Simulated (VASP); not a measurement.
# HfB2 (P6/mmm) in VASP: a series of runs

HfB2 is run at these levels: PBEsol; tasks: single point.

All numbers are computed with VASP 6.6.1; they aren't measurements. Logs are shortened: lines on timing, memory, paths and dates and some standing lists are left out, and cuts for length are marked.

### Step 1. The cell of the first run

The structure is hexagonal, space group P6/mmm (No. 191). Conventional cell: a = 3.062 Å, b = 3.062 Å, c = 3.363 Å, α = 90.00°, β = 90.00°, γ = 120.00°. Within 3.2 Å of Hf (site symmetry 6/mmm) lie 12 B at 2.44 Å and 6 Hf at 3.06 Å. Within 2.3 Å of B (site symmetry -6m2) lie 3 B at 1.77 Å.

### Step 2. Single point, PBEsol

Input file INCAR:

```
SYSTEM = HfB2
PREC = Accurate
ENCUT = 520
EDIFF = 1E-6
ISMEAR = -1
SIGMA = 0.05
LREAL = .False.
LASPH = .True.
NELM = 60
ALGO = Normal
ISIF = 2
LWAVE = .False.
LCHARG = .False.
GGA = PS
NBANDS = 15
```

Input file KPOINTS:

```
regular mesh
0
Gamma
  10 10 8
  0 0 0
```

Input file POSCAR:

```
HfB2
1.0
    3.0615522781      0.0000000000      0.0000000000
   -1.5307761391      2.6513820479      0.0000000000
    0.0000000000      0.0000000000      3.3632842508
Hf B
1 2
Direct
    0.0000000000      0.0000000000      0.0000000000
    0.3333333333      0.6666666667      0.5000000000
    0.6666666667      0.3333333333      0.5000000000
```

Potentials or basis: VASP PAW PBE potentials, release 64 (Hf_pv, B).

Run with:

```bash
> cat potpaw_PBE.64/Hf_pv/POTCAR potpaw_PBE.64/B/POTCAR > POTCAR
> mpirun -np 1 vasp_std > vasp.out
```

OUTCAR:

```text
SYSTEM = HfB2
   PREC = Accurate
   ENCUT = 520
   EDIFF = 1E-6
   ISMEAR = -1
   LREAL = .False.
   LASPH = .True.
   NELM = 60
   ISIF = 2
   GGA = PS

 ion  position               nearest neighbor table
   1  0.000  0.000  0.000-   2 2.44   3 2.44   2 2.44   3 2.44   3 2.44   3 2.44   2 2.44   2 2.44
                             3 2.44   3 2.44   2 2.44   2 2.44
   2  0.333  0.667  0.500-   3 1.77   3 1.77   3 1.77   1 2.44   1 2.44   1 2.44   1 2.44   1 2.44
                             1 2.44
   3  0.667  0.333  0.500-   2 1.77   2 1.77   2 1.77   1 2.44   1 2.44   1 2.44   1 2.44   1 2.44
                             1 2.44

  LATTYP: Found a hexagonal cell.
 ALAT       =     3.0615522781
 C/A-ratio  =     1.0985552247

  Lattice vectors:

 A1 = (   3.0615522781,   0.0000000000,   0.0000000000)
 A2 = (  -1.5307761391,   2.6513820479,   0.0000000000)
 A3 = (   0.0000000000,   0.0000000000,   3.3632842508)

Analysis of symmetry for initial positions (statically):
=====================================================================
 Subroutine PRICEL returns:
 Original cell was already a primitive cell.

 Routine SETGRP: Setting up the symmetry group for a
 hexagonal supercell.

 Subroutine GETGRP returns: Found 24 space group operations
 (whereof 24 operations were pure point group operations)
 out of a pool of 24 trial point group operations.

The static configuration has the point symmetry D_6h.

Analysis of symmetry for dynamics (positions and initial velocities):
=====================================================================
 Subroutine PRICEL returns:
 Original cell was already a primitive cell.

 Routine SETGRP: Setting up the symmetry group for a
 hexagonal supercell.

 Subroutine GETGRP returns: Found 24 space group operations
 (whereof 24 operations were pure point group operations)
 out of a pool of 24 trial point group operations.

The dynamic configuration has the point symmetry D_6h.

 Subroutine INISYM returns: Found 24 space group operations
 (whereof 24 operations are pure point group operations),
 and found     1 'primitive' translations

----------------------------------------------------------------------------------------

                                     Primitive cell

  volume of cell :      27.3009

  direct lattice vectors                    reciprocal lattice vectors
     3.061552278  0.000000000  0.000000000     0.326631692  0.188580895  0.000000000
    -1.530776139  2.651382048  0.000000000     0.000000000  0.377161790  0.000000000
     0.000000000  0.000000000  3.363284251     0.000000000  0.000000000  0.297328422

  length of vectors
     3.061552278  3.061552278  3.363284251     0.377161790  0.377161790  0.297328422

  position of ions in fractional coordinates (direct lattice)
     0.000000000  0.000000000  0.000000000
     0.333333333  0.666666667  0.500000000
     0.666666667  0.333333333  0.500000000

  ion indices of the primitive-cell ions
   primitive index   ion index
                 1           1
                 2           2
                 3           3

----------------------------------------------------------------------------------------

 KPOINTS: regular mesh

Automatic generation of k-mesh.
 Grid dimensions read from file:
 generate k-points for:   10   10    8

 Generating k-lattice:

  Cartesian coordinates                     Fractional coordinates (reciprocal lattice)
     0.032663169  0.018858090  0.000000000     0.100000000  0.000000000  0.000000000
     0.000000000  0.037716179  0.000000000     0.000000000  0.100000000  0.000000000
     0.000000000  0.000000000  0.037166053     0.000000000  0.000000000  0.125000000

  Length of vectors
     0.037716179  0.037716179  0.037166053

  Shift w.r.t. Gamma in fractional coordinates (k-lattice)
     0.000000000  0.000000000  0.000000000

 Subroutine IBZKPT returns following result:
 ===========================================

 Found     70 irreducible k-points:

 Following reciprocal coordinates:
            Coordinates               Weight
  0.000000  0.000000  0.000000      1.000000
  0.100000  0.000000  0.000000      6.000000
  0.200000  0.000000  0.000000      6.000000
  0.300000  0.000000  0.000000      6.000000
  0.400000  0.000000  0.000000      6.000000
  0.500000  0.000000  0.000000      3.000000
[... 16 lines left out ...]
  0.300000  0.100000  0.125000     24.000000
  0.400000  0.100000  0.125000     24.000000
 [... further k-points ...]
   k-points           NKPTS =     70   k-points in BZ     NKDIM =     70   number of bands    NBANDS=     15
   number of dos      NEDOS =    301   number of ions     NIONS =      3
   total plane-waves  NPLWV =  16128
   dimension x,y,z NGX =    24 NGY =   24 NGZ =   28
   dimension x,y,z NGXF=    48 NGYF=   48 NGZF=   56
   ions per type =               1   2
   NGX,Y,Z   is equivalent  to a cutoff of  13.03, 13.03, 13.84 a.u.
   NGXF,Y,Z  is equivalent  to a cutoff of  26.06, 26.06, 27.68 a.u.
 SYSTEM =  HfB2
   PREC   = accura    normal or accurate (medium, high low for compatibility)
   ISTART =      0    job   : 0-new  1-cont  2-samecut
   ICHARG =      2    charge: 1-file 2-atom 10-const
   ISPIN  =      1    spin polarized calculation?
   LNONCOLLINEAR =      F non collinear calculations
   LSORBIT =      F    spin-orbit coupling
   LASPH  =      T    aspherical Exc in radial PAW
   ENCUT  =  520.0 eV  38.22 Ry    6.18 a.u.   5.69  5.69  6.25*2*pi/ulx,y,z
   NELM   =     60;   NELMIN=  2; NELMDL= -5     # of ELM steps
   EDIFF  = 0.1E-05   stopping-criterion for ELM
   LREAL  =      F    real-space projection
   EDIFFG = 0.1E-04   stopping-criterion for IOM
   NSW    =      0    number of steps for IOM
   IBRION =     -1    ionic relax: 0-MD 1-quasi-New 2-CG
   NFREE  =      0    steps in history (QN), initial steepest desc. (CG)
   ISIF   =      2    stress and relaxation
   ISYM   =      2    0-nonsym 1-usesym 2-fastsym
   POTIM  = 0.5000    time-step for ionic-motion
   TEBEG  =    0.0;   TEEND  =   0.0 temperature during run
   PSTRESS=    0.0 pullay stress
   NELECT =      16.0000    total number of electrons
   NUPDOWN=      -1.0000    fix difference up-down
   EMIN   =  10.00;   EMAX   =-10.00  energy-range for DOS
   EFERMI =   0.00;   METHOD = LEGACY
   ISMEAR =    -1;   SIGMA  =   0.05  broadening in eV -4-tet -1-fermi 0-gaus
   EFERMI_NEDOS =   21; number of points for ismear=-14 and -15
   IALGO  =     38    algorithm
   IMIX   =      4    mixing-type and parameters
     AMIX     =   0.40;   BMIX     =  1.00
     AMIX_MAG =   1.60;   BMIX_MAG =  1.00
  volume/ion in A,a.u.               =       9.10        61.41
  Fermi-wavevector in a.u.,A,eV,Ry     =   1.370005  2.588935 25.536979  1.876915
  Thomas-Fermi vector in A             =   2.495830
   LORBIT       =      0    0 simple, 1 ext, 2 COOP (PROOUT), +10 PAW based schemes
   GGA     = PS    functional components
   LHFCALC =     F    Hartree Fock is set to
   AEXX    =    0.0000 exact exchange contribution
   IVDW    =     0    specifies the selected vdW correction
   LEPSILON=     F    determine dielectric tensor
   LRPA    =     F    only Hartree local field effects (RPA)
 non-spin polarized calculation
  energy-cutoff  :      520.00
  volume of cell :       27.30
 maximum number of plane-waves:       751
 NGX is ok and might be reduce to    24
   NGX = 11   NGY = 11   NGZ = 13

 number of electron      16.0000001 magnetization

 Free energy of the ion-electron system (eV)
  ---------------------------------------------------
  ext. energy  EPLUGINS =         0.00000000
  ---------------------------------------------------
  free energy    TOTEN  =       -27.74919913 eV

  energy without entropy =      -27.74658049  energy(sigma->0) =      -27.74788981

 E-fermi :   8.0819     XC(G=0): -13.0839

 val. band max:        8.0161027460   @ k =   0.2000   0.2000   0.1250
 cond. band min:       8.3186101673   @ k =   0.1000   0.1000   0.2500
 fundamental gap:      0.3025074213
 Fermi energy:         8.0818881478

 k-point     1 :       0.0000    0.0000    0.0000
  band No.  band energies     occupation
      1     -22.0692      2.00000
      2     -21.4672      2.00000
      3     -21.4672      2.00000
      4      -5.9621      2.00000
      5       5.0015      2.00000
      6       5.0928      2.00000
      7       5.0928      2.00000
      8       5.6093      2.00000
      9      12.6556      0.00000
     10      12.6556      0.00000
     11      13.4471      0.00000
     12      13.4471      0.00000
     13      13.5498      0.00000
     14      13.5498      0.00000
     15      13.7862      0.00000

 k-point     2 :       0.1000    0.0000    0.0000
  band No.  band energies     occupation
      1     -22.0520      2.00000
      2     -21.5718      2.00000
      3     -21.4900      2.00000
      4      -5.7258      2.00000
      5       4.5080      2.00000
      6       5.1028      2.00000
      7       5.2273      2.00000
      8       5.3719      2.00000
      9      11.8593      0.00000
     10      12.4723      0.00000
     11      12.4870      0.00000
     12      12.9487      0.00000
     13      14.3651      0.00000
     14      14.9830      0.00000
     15      15.1833      0.00000

 k-point     3 :       0.2000    0.0000    0.0000
  band No.  band energies     occupation
      1     -22.0067      2.00000
      2     -21.8362      2.00000
      3     -21.5489      2.00000
      4      -5.0627      2.00000
      5       3.2014      2.00000
      6       4.8484      2.00000
      7       5.0701      2.00000
      8       5.6746      2.00000
      9      10.6699      0.00000
     10      12.0831      0.00000
     11      12.2746      0.00000
     12      12.8288      0.00000
     13      15.0050      0.00000
     14      15.9753      0.00000
     15      16.8897      0.00000

 k-point     4 :       0.3000    0.0000    0.0000
  band No.  band energies     occupation
      1     -22.1466      2.00000
      2     -21.9501      2.00000
      3     -21.6207      2.00000
      4      -4.0773      2.00000
      5       1.7005      2.00000
      6       4.3275      2.00000
      7       4.9367      2.00000
      8       5.6846      2.00000
      9      10.9250      0.00000
     10      11.6422      0.00000
     11      11.7765      0.00000
     12      12.8921      0.00000
     13      15.1716      0.00000
     14      17.5228      0.00000
     15      19.3906      0.00000
[... 307 lines left out ...]
 k-point    22 :       0.2000    0.1000    0.1250
  band No.  band energies     occupation
      1     -22.0340      2.00000
      2     -22.0023      2.00000
      3     -21.6168      2.00000
      4      -4.2334      2.00000
      5       2.3875      2.00000
      6       3.7908      2.00000
      7       4.5311      2.00000
      8       6.7984      2.00000
      9       8.9662      0.00000
     10      12.1912      0.00000
     11      12.8122      0.00000
     12      13.8211      0.00000
     13      15.5037      0.00000
     14      16.1827      0.00000
     15      18.1817      0.00000

 k-point    23 :       0.3000    0.1000    0.1250
  band No.  band energies     occupation
      1     -22.2632      2.00000
      2     -21.9727      2.00000
      3     -21.6998      2.00000
      4      -3.1914      2.00000
      5       0.8900      2.00000
      6       3.5557      2.00000
      7       4.3778      2.00000
      8       6.2727      2.00000
      9       9.4022      0.00000
     10      11.9163      0.00000
     11      12.9820      0.00000
     12      14.3950      0.00000
     13      16.4868      0.00000
     14      17.2269      0.00000
     15      20.1011      0.00000

 k-point    24 :       0.4000    0.1000    0.1250
  band No.  band energies     occupation
      1     -22.4145      2.00000
      2     -21.9391      2.00000
      3     -21.7506      2.00000
      4      -1.9851      2.00000
      5      -0.5490      2.00000
      6       3.3857      2.00000
      7       4.3292      2.00000
      8       5.8100      2.00000
      9       9.5353      0.00000
     10      12.8016      0.00000
     11      12.8862      0.00000
     12      15.1022      0.00000
     13      16.6017      0.00000
     14      17.6566      0.00000
     15      20.1355      0.00000

 [... further k-points ...]

------------------------ aborting loop because EDIFF is reached ----------------------------------------

  FORCE on cell =-STRESS in cart. coord.  units (eV):
  Direction    XX          YY          ZZ          XY          YZ          ZX
  --------------------------------------------------------------------------------------
  -------------------------------------------------------------------------------------
  Total        3.4224578      3.4224578      3.5238191     -0.0000000     -0.0000000      0.0000000
  in kB      200.8496676    200.8496676    206.7981403     -0.0000000     -0.0000000      0.0000000
  external PRESSURE =     202.8324919 kB  Pullay stress =       0.0000000 kB

 VOLUME and BASIS-vectors are now :
 -----------------------------------------------------------------------------
  energy-cutoff  :      520.00
  volume of cell :       27.30
      direct lattice vectors                 reciprocal lattice vectors
     3.061552278  0.000000000  0.000000000     0.326631692  0.188580895  0.000000000
    -1.530776139  2.651382048  0.000000000     0.000000000  0.377161790  0.000000000
     0.000000000  0.000000000  3.363284251     0.000000000  0.000000000  0.297328422

 POSITION                                       TOTAL-FORCE (eV/Angst)
 -----------------------------------------------------------------------------------
      0.00000      0.00000      0.00000        -0.000000      0.000000      0.000000
     -0.00000      1.76759      1.68164         0.000000     -0.000000      0.000000
      1.53078      0.88379      1.68164        -0.000000      0.000000      0.000000
 -----------------------------------------------------------------------------------
    total drift:                               -0.000000      0.000000      0.000000

  FREE ENERGIE OF THE ION-ELECTRON SYSTEM (eV)
  ---------------------------------------------------
  free  energy   TOTEN  =       -27.7491991291 eV

  energy  without entropy=      -27.7465804933  energy(sigma->0) =      -27.74788981
```

Wall time 11 s (1 thread of Intel Xeon 6975P-C (Granite Rapids), shared host); peak memory 0.16 GiB.

Results:

| Quantity | Value |
| --- | --- |
| Free energy | -27.7492 eV |
| Pressure | 20.3 GPa |
| Band gap on the k mesh | zero (band 8 reaches 8.75 eV, above the bottom of band 9 at 7.94 eV) |

Levels at points of the mesh, in eV from the Fermi level:
```csv
k point,band 5,band 6,band 7,band 8,band 9,band 10,band 11,band 12
"(0.00, 0.00, 0.00)",-3.08,-2.99,-2.99,-2.47,4.57,4.57,5.37,5.37
"(0.50, 0.00, 0.00)",-8.88,-4.23,-3.37,-3.02,2.52,3.12,6.39,6.41
"(0.00, 0.00, 0.50)",-8.55,-1.07,-1.07,0.37,0.37,1.18,1.18,2.76
"(0.50, 0.00, 0.50)",-7.39,-5.17,-4.89,-2.32,4.64,4.91,7.04,8.35
```

Caveat: the PAW data sets were made with another functional, which shifts forces and pressure a little; spin-orbit coupling is left out, which moves the levels of the heavy elements.

### Step 3. Single point, PBEsol

This run uses another cell than the first one, of 9.56 Å³/atom, 1.050 times its volume.

Input file INCAR:

```
PREC     = Accurate       # precision mode
ENCUT    = 520            # plane-wave cutoff, eV
EDIFF    = 1E-6           # SCF threshold, eV
ISMEAR   = -1             # smearing method
SIGMA    = 0.05           # smearing width, eV
LREAL    = F              # projectors in reciprocal space
LASPH    = T              # aspherical terms in the spheres
NELM     = 60             # most SCF steps
ALGO     = Normal         # electronic algorithm
ISIF     = 2              # what is computed and relaxed
LWAVE    = F              # write WAVECAR
LCHARG   = T              # write CHGCAR
GGA      = PS             # functional
LELF     = T              # ELF
LVHAR    = T            
NBANDS   = 15             # bands
```

Input file KPOINTS:

```
regular mesh
0
Gamma
  10 10 8
```

Input file POSCAR:

```
HfB2
1.0
    3.1083448808      0.0000000000      0.0000000000
   -1.5541724404      2.6919056305      0.0000000000
    0.0000000000      0.0000000000      3.4265610864
Hf B
1 2
Direct
    0.0000000000      0.0000000000      0.0000000000
    0.3333333333      0.6666666667      0.5000000000
    0.6666666667      0.3333333333      0.5000000000
```

Potentials or basis: VASP PAW PBE potentials, release 64 (Hf_pv, B).

Run with:

```bash
> cat potpaw_PBE.64/Hf_pv/POTCAR potpaw_PBE.64/B/POTCAR > POTCAR
> mpirun -np 1 vasp_std > vasp.out
```

Run time: 11 s. Hardware: 1 thread of Intel Xeon 6975P-C (Granite Rapids), shared host; peak memory 0.16 GiB.

It converged, with:

- Free energy: -27.8556 eV
- Pressure: 5.0 GPa
- Band gap on the k mesh: zero (band 8 reaches 8.37 eV, above the bottom of band 9 at 7.56 eV)

Stress tensor (GPa, compression positive):
```
4.86 0.00 0.00
0.00 4.86 0.00
0.00 0.00 5.23
```

Levels at points of the mesh, in eV from the Fermi level:
| k point | band 6 | band 7 | band 8 | band 9 | band 10 | band 11 |
| --- | --- | --- | --- | --- | --- | --- |
| (0.00, 0.00, 0.00) | -2.87 | -2.87 | -2.55 | 4.30 | 4.30 | 5.04 |
| (0.50, 0.00, 0.00) | -4.09 | -3.33 | -2.88 | 2.37 | 2.95 | 6.00 |
| (0.00, 0.00, 0.50) | -1.06 | -1.06 | 0.38 | 0.38 | 1.13 | 1.13 |
| (0.50, 0.00, 0.50) | -4.98 | -4.72 | -2.45 | 4.35 | 4.54 | 6.63 |

Caveat: the PAW data sets were made with another functional, which shifts forces and pressure a little; spin-orbit coupling is left out, which moves the levels of the heavy elements.

### Step 4. Single point, PBEsol

This run uses another cell than the first one, of 9.39 Å³/atom, 1.032 times its volume.

Input file INCAR:

```
  ALGO = Normal
  EDIFF = 1E-6
  ENCUT = 520
  GGA = PS
  ISIF = 2
  ISMEAR = -1
  LASPH = T
  LCHARG = F
  LREAL = F
  LWAVE = F
  NBANDS = 15
  NELM = 80
  PREC = Accurate
  SIGMA = 0.05
```

Input file KPOINTS:

```
k-points
0
Gamma
  10 10 8
```

Input file POSCAR:

```
HfB2
1.0
    3.0916895076      0.0000000000      0.0000000000
   -1.5458447538      2.6774816542      0.0000000000
    0.0000000000      0.0000000000      3.4037284706
Hf B
1 2
Direct
    0.0000000000      0.0000000000      0.0000000000
    0.3333333333      0.6666666667      0.5000000000
    0.6666666667      0.3333333333      0.5000000000
```

Run with:

```bash
> cat potpaw_PBE.64/Hf_pv/POTCAR potpaw_PBE.64/B/POTCAR > POTCAR
> mpirun -np 1 vasp_std > vasp.out
```

It took 12 s on 1 thread of Intel Xeon 6975P-C (Granite Rapids), shared host; peak memory 0.16 GiB.

Results (log left out):

| Item | Value |
| --- | --- |
| Free energy | -27.8321 eV |
| Pressure | 10.1 GPa |
| Band gap on the k mesh | zero (band 8 reaches 8.50 eV, above the bottom of band 9 at 7.70 eV) |

Stress tensor (GPa, compression positive):
```
 9.96  0.00  0.00
 0.00  9.96  0.00
 0.00  0.00 10.41
```

Levels at points of the mesh, in eV from the Fermi level:
```csv
k point,band 5,band 6,band 7,band 8,band 9,band 10,band 11,band 12
"(0.00, 0.00, 0.00)",-3.01,-2.91,-2.91,-2.53,4.40,4.40,5.15,5.15
"(0.50, 0.00, 0.00)",-8.89,-4.14,-3.34,-2.93,2.43,3.01,6.14,6.17
"(0.00, 0.00, 0.50)",-8.44,-1.06,-1.06,0.38,0.38,1.15,1.15,2.62
"(0.50, 0.00, 0.50)",-7.38,-5.05,-4.78,-2.41,4.45,4.67,6.78,7.99
```

Caveat: the PAW data sets were made with another functional, which shifts forces and pressure a little; spin-orbit coupling is left out, which moves the levels of the heavy elements.

### Step 5. Summary

```tsv
cell	gap on the mesh (eV)	pressure (GPa)
a = 3.062, b = 3.062, c = 3.363 Å, angles 90.0, 90.0, 120.0°, 3 atoms	none	20.3
a = 3.108, b = 3.108, c = 3.427 Å, angles 90.0, 90.0, 120.0°, 3 atoms	none	5.0
a = 3.092, b = 3.092, c = 3.404 Å, angles 90.0, 90.0, 120.0°, 3 atoms	none	10.1
```

Alike in all rows: task single point; level PBEsol; potentials or basis VASP PAW PBE potentials, release 64 (Hf_pv, B); no spin polarisation; k mesh 10 × 10 × 8; cutoff (eV) 520; smearing fermi-dirac 0.05 eV.

Caveats: the PAW data sets were made with another functional, which shifts forces and pressure a little; spin-orbit coupling is left out, which moves the levels of the heavy elements.

Total energies depend on the potentials used, so only differences within one code and one set of settings carry meaning.
